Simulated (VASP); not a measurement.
Set up this calculation in VASP 6.6.1, as the native input.

```
Task                   : single point
Functional             : r2SCAN
Potentials or basis    : VASP PAW PBE potentials, release 64 (K_sv, Ta_pv, O)
Cutoff                 : 520 eV
k mesh                 : 6 × 6 × 6
Occupations            : gaussian, width 0.05 eV
Spin                   : no spin polarisation
Dipole correction      : no
Further INCAR settings : ALGO = Normal; EDIFF = 1e-06; NBANDS = 27
```

Crystal: KTaO3.

```
K Ta O
1.0
     4.08801    0.00000    0.00000
     0.00000    3.98830    0.00000
     0.00000    0.00000    3.98830
K Ta O
1 1 3
Direct
  0.50000 0.50000 0.50000
  0.00000 0.00000 0.00000
  0.50000 0.00000 0.00000
  0.00000 0.50000 0.00000
  0.00000 0.00000 0.50000
```

This cell differs from its parent crystal: strain +0.0250 x Voigt [1, 0, 0, 0, 0, 0].

These files were run (other wordings do the same):

POSCAR

```
KTaO3
1.0
    4.0880075000      0.0000000000      0.0000000000
    0.0000000000      3.9883000000      0.0000000000
    0.0000000000      0.0000000000      3.9883000000
K Ta O
1 1 3
Direct
    0.5000000000      0.5000000000      0.5000000000
    0.0000000000      0.0000000000      0.0000000000
    0.5000000000      0.0000000000      0.0000000000
    0.0000000000      0.5000000000      0.0000000000
    0.0000000000      0.0000000000      0.5000000000
```

INCAR.step1

```
SYSTEM = KTaO3
PREC = Accurate ; ENCUT = 520
ISMEAR = 0 ; SIGMA = 0.05
LREAL = .FALSE. ; LASPH = .TRUE.
NELM = 80 ; NBANDS = 27
GGA = PE ; ALGO = Normal
EDIFF = 1E-4 ; LWAVE = .TRUE.
LCHARG = .FALSE.
```

INCAR.step2

```
SYSTEM = KTaO3
PREC = Accurate ; ENCUT = 520
EDIFF = 1E-6 ; ISMEAR = 0
SIGMA = 0.05 ; LREAL = .FALSE.
LASPH = .TRUE. ; NELM = 80
ALGO = Normal ; ISIF = 2
LWAVE = .FALSE. ; LCHARG = .FALSE.
METAGGA = R2SCAN ; LMIXTAU = .TRUE.
NBANDS = 27 ; ISTART = 1
```

KPOINTS

```
regular mesh
0
G
  6 6 6
  0 0 0
```

Potentials or basis: VASP PAW PBE potentials, release 64 (K_sv, Ta_pv, O).

Command:

```console
$ cat potpaw_PBE.64/K_sv/POTCAR potpaw_PBE.64/Ta_pv/POTCAR potpaw_PBE.64/O/POTCAR > POTCAR
$ cp INCAR.step1 INCAR
$ mpirun -np 1 vasp_std > vasp.out
$ cp INCAR.step2 INCAR
$ mpirun -np 1 vasp_std > vasp.out
```

Results of the run:

The pressure is -3.6 GPa and the band gap on the k mesh is 2.51 eV, indirect (least direct gap 3.16 eV).

Caveat: the cell differs from its parent crystal (strain +0.0250 x Voigt [1, 0, 0, 0, 0, 0]); the PAW data sets were made with another functional, which shifts forces and pressure a little; spin-orbit coupling is left out, which moves the levels of the heavy elements.

Run time: 3 min on 1 thread of Intel(R) Xeon(R) Platinum 8488C (Sapphire Rapids), on a shared host, peak memory 0.21 GiB.
